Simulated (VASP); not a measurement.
Input of a VASP 6.6.1 run:

The input POSCAR:

```
InP
1.0
    0.0000000000      2.9499078504      2.9499078504
    2.9499078504      0.0000000000      2.9499078504
    2.9499078504      2.9499078504      0.0000000000
In P
1 1
Direct
    0.0000000000      0.0000000000      0.0000000000
    0.7500000000      0.7500000000      0.7500000000
```

INCAR.step1

```
SYSTEM = InP
  PREC = Accurate
  ENCUT = 520
  EDIFF = 1E-5
  ISMEAR = -1
  SIGMA = 0.05
  LREAL = .FALSE.
  LASPH = .TRUE.
  NELM = 80
  ALGO = Normal
  ISIF = 2
  LWAVE = .TRUE.
  NBANDS = 16
  GGA = PE
```

Contents of INCAR.step2:

```
SYSTEM = InP
  PREC = Accurate
  ENCUT = 520
  EDIFF = 1E-6
  ISMEAR = -1
  SIGMA = 0.05
  LREAL = .FALSE.
  LASPH = .TRUE.
  NELM = 80
  ALGO = Normal
  ISIF = 2
  LWAVE = .FALSE.
  LCHARG = .TRUE.
  GGA = PE
  LHFCALC = .TRUE.
  HFSCREEN = 0.2079
  PRECFOCK = Normal
  LELF = .TRUE.
  LVHAR = .TRUE.
  NBANDS = 16
  ISTART = 1
```

Contents of KPOINTS:

```
regular mesh
0
G
  4 4 4
  0 0 0
```

Potentials or basis: VASP PAW PBE potentials, release 64 (In_d, P).

Command:

```sh
$ cat potpaw_PBE.64/In_d/POTCAR potpaw_PBE.64/P/POTCAR > POTCAR
$ cp INCAR.step1 INCAR
$ mpirun -np 1 vasp_std > vasp.out
$ cp INCAR.step2 INCAR
$ mpirun -np 1 vasp_std > vasp.out
```

(1) Estimate the pressure.

(2) Estimate the band gap on the k mesh.

## Answers

(1) 0.1 GPa.

(2) 1.41 eV.

Caveat: the k points lie up to 0.46 Å⁻¹ apart; the PAW data sets were made with another functional, which shifts forces and pressure a little; spin-orbit coupling is left out, which moves the levels of the heavy elements.
